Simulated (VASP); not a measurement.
TePb:

```
Te Pb
1.0
     0.00000    3.26786    3.26786
     3.26786    0.00000    3.26786
     3.26786    3.26786    0.00000
Te Pb
1 1
Direct
  0.50000 0.50000 0.50000
  0.00000 0.00000 0.00000
```

Base run:

| Quantity | Value |
| --- | --- |
| Program | VASP 6.6.1 |
| Functional | PBE |
| Potentials or basis | VASP PAW PBE potentials, release 64 (Te, Pb_d) |
| Cutoff | 520 eV |
| k mesh | 4 × 4 × 4 |
| Occupations | gaussian, width 0.01 eV |
| Spin | no spin polarisation |

Its results: band gap on the k mesh 0.80 eV, direct; pressure 0.6 GPa.

Problem. After a change of settings the same cell gave: band gap on the k mesh 1.09 eV, direct; pressure 0.0 GPa. Which change was it?
A. k mesh from 4 × 4 × 4 to 6 × 6 × 6
B. functional from PBE to LDA; potentials or basis from VASP PAW PBE potentials, release 64 (Te, Pb_d) to VASP PAW LDA potentials, release 64 (Te, Pb_d)
C. functional from PBE to r2SCAN

Solution. C.

r2SCAN gives the wider gap, since meta-GGAs in the generalised Kohn-Sham scheme recover part of the derivative discontinuity.

Caveats: spin-orbit coupling is left out, which moves the levels of the heavy elements; the PAW data sets were made with another functional, which shifts forces and pressure a little (some runs).
